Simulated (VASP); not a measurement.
Write the native input for VASP 6.6.1 that does the following.

| Item | Value |
| --- | --- |
| Task | single point |
| Functional | PBE |
| Potentials or basis | VASP PAW PBE potentials, release 64 (Mo_sv, N) |
| Cutoff | 520 eV |
| k mesh | 6 × 6 × 10 |
| Occupations | fermi-dirac, width 0.05 eV |
| Spin | no spin polarisation |
| Dipole correction | no |
| Further INCAR settings | ALGO = Normal; EDIFF = 1e-06; NBANDS = 33 |

The structure of MoN2 lies in POSCAR:

```
MoN2
1.0
    4.3333745826      0.0000000000      0.0000000000
    0.0000000000      4.3333745826      0.0000000000
    0.0000000000      0.0000000000      2.7525892223
Mo N
2 4
Direct
    0.0000000000      0.0000000000      0.0000000000
    0.5000000000      0.5000000000      0.0000000000
    0.6121349315      0.8878650685      0.5000000000
    0.3878650685      0.1121349315      0.5000000000
    0.1121349315      0.6121349315      0.5000000000
    0.8878650685      0.3878650685      0.5000000000
```

One way to write it, as run:

INCAR

```
PREC     = Accurate       # precision mode
ENCUT    = 520            # plane-wave cutoff, eV
EDIFF    = 1E-6           # SCF threshold, eV
ISMEAR   = -1             # smearing method
SIGMA    = 0.05           # smearing width, eV
LREAL    = F              # projectors in reciprocal space
LASPH    = T              # aspherical terms in the spheres
NELM     = 80             # most SCF steps
ALGO     = Normal         # electronic algorithm
ISIF     = 2              # what is computed and relaxed
LWAVE    = F              # write WAVECAR
LCHARG   = F              # write CHGCAR
GGA      = PE             # functional
NBANDS   = 33             # bands
```

KPOINTS

```
regular mesh
0
Gamma
  6 6 10
```

Potentials or basis: VASP PAW PBE potentials, release 64 (Mo_sv, N).

Command:

```sh
$ cat potpaw_PBE.64/Mo_sv/POTCAR potpaw_PBE.64/N/POTCAR > POTCAR
$ mpirun -np 1 vasp_std > vasp.out
```

It gave:

```
Pressure               : 0.5 GPa
Largest force          : 0.081 eV/Å
Band gap on the k mesh : zero (bands 24 and 25 overlap by 2.02 eV)
```

Run time: 26 s on 1 thread of Intel(R) Xeon(R) 6975P-C (Granite Rapids), on a shared host, peak memory 0.21 GiB.
